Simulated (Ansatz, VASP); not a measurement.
# One calculation of YPbF3, two programs

```xyz
10
Lattice="6.5982 0.0000 0.0000 -3.2991 5.7142 0.0000 0.0000 0.0000 5.0267" Properties=species:S:1:pos:R:3 pbc="T T T"
Y     0.0000    3.8095    3.7700
Y     3.2991    1.9047    1.2567
Pb    0.0000    0.0000    0.0000
Pb    0.0000    0.0000    2.5133
F     3.2991    3.3420    3.7700
F     2.0544    1.1861    3.7700
F     4.5438    1.1861    3.7700
F     0.0000    2.3722    1.2567
F     1.2447    4.5281    1.2567
F    -1.2447    4.5281    1.2567
```

Alike in both runs: functional PBE; k mesh 3 × 3 × 4; occupations gaussian, width 0.1 eV; no spin polarisation.

Ansatz relaxed the structure, and its values are those at the end. VASP's run is a single point on that final structure, the one shown.

|  | VASP | Ansatz |
| --- | --- | --- |
| version | VASP 6.6.1 | Ansatz 0.2.0 |
| potentials or method | VASP PAW PBE potentials, release 64 (Y_sv, Pb_d, F), cutoff 520 eV | scalar-relativistic, plane waves, PAW |
| valence electrons in the cell | 92 | 92 |

Ansatz gave:

- gap on the k mesh at the Fermi level (eV): none
- pressure (GPa): -0.1
- rms of the force components (eV/Å): 0.006

Task: Estimate VASP's values.

Result: gap on the k mesh at the Fermi level (eV): none; pressure (GPa): -0.3; rms of the force components (eV/Å): 0.005.

A gap of «none» marks a metal or a gap that the smearing closes. The functional is the same, so the differences come from potentials, cutoffs and numerics.

The k mesh is coarse, so the values compare programs but aren't converged. Neither program's run includes spin-orbit coupling.
